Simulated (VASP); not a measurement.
Write the native input for VASP 6.6.1 that does the following.

- Task: single point
- Functional: PBEsol
- Potentials or basis: VASP PAW PBE potentials, release 64 (Ta_pv)
- Cutoff: 520 eV
- k mesh: 20 × 20 × 20
- Occupations: gaussian, width 0.15 eV
- Spin: no spin polarisation
- Dipole correction: no
- Further INCAR settings: ALGO = Fast; EDIFF = 1e-07; NBANDS = 12

The structure of Ta lies in POSCAR:

```
Ta
1.0
   -1.6595364000      1.6430236000      1.6512800000
    1.6595364000     -1.6430236000      1.6512800000
    1.6595364000      1.6430236000     -1.6512800000
Ta
1
Direct
    0.0000000000      0.0000000000      0.0000000000
```

This cell differs from its parent crystal: strain +0.0050 x Voigt [1, -1, 0, 0, 0, 0].

These files were run (other wordings do the same):

INCAR

```
PREC = Accurate
ENCUT = 520
EDIFF = 1E-7
ISMEAR = 0
SIGMA = 0.15
LREAL = F
LASPH = T
NELM = 80
ALGO = Fast
ISIF = 2
LWAVE = F
LCHARG = T
GGA = PS
LELF = T
LVHAR = T
NBANDS = 12
```

KPOINTS

```
Automatic mesh
0
Gamma
  20 20 20
```

Potentials or basis: VASP PAW PBE potentials, release 64 (Ta_pv).

Command:

```console
$ cat potpaw_PBE.64/Ta_pv/POTCAR > POTCAR
$ mpirun -np 1 vasp_std > vasp.out
```

It gave:

```json
{
  "Pressure": "-3.6 GPa",
  "Band gap on the k mesh": "zero (an odd number of electrons rules out a gap without spin polarisation)"
}
```

Caveat: the cell differs from its parent crystal (strain +0.0050 x Voigt [1, -1, 0, 0, 0, 0]); the cell stands under tension; the PAW data sets were made with another functional, which shifts forces and pressure a little; spin-orbit coupling is left out, which moves the levels of the heavy elements.

It took 120 s on 1 thread of Intel(R) Xeon(R) Platinum 8488C (Sapphire Rapids) (shared host), peak memory 0.34 GiB.
